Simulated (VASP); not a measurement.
SiC, 8 atoms in the cell. The typed cell holds 8 atoms: a = 4.332 Å, b = 4.317 Å, c = 4.405 Å, α = 89.02°, β = 93.77°, γ = 91.24°.  This cell differs from its parent crystal: atoms moved at random and the cell strained at random.

```yaml
Program: VASP 6.6.1
Task: single point
Functional: PBE
Potentials_or_basis: VASP PAW PBE potentials, release 64 (Si, C)
Cutoff: 600 eV
k_mesh: 6 × 6 × 6
Occupations: gaussian, width 0.05 eV
Spin: no spin polarisation
Dipole_correction: no
Further_INCAR_settings: ALGO = Normal; EDIFF = 1e-06; NBANDS = 26
```

Potentials or basis: VASP PAW PBE potentials, release 64 (Si, C).

Run with:

```console
$ cat potpaw_PBE.64/Si/POTCAR potpaw_PBE.64/C/POTCAR > POTCAR
$ mpirun -np 1 vasp_std > vasp.out
```

Hardware: 1 thread of Oxide Virtual Turin-like Processor (shared host).

Question: How long does it take, and how much memory?

Answer: It took 5.5 min on 1 thread of Oxide Virtual Turin-like Processor, with other jobs on the host, peak memory 0.31 GiB. Counts: scf iterations 14, k points 112.
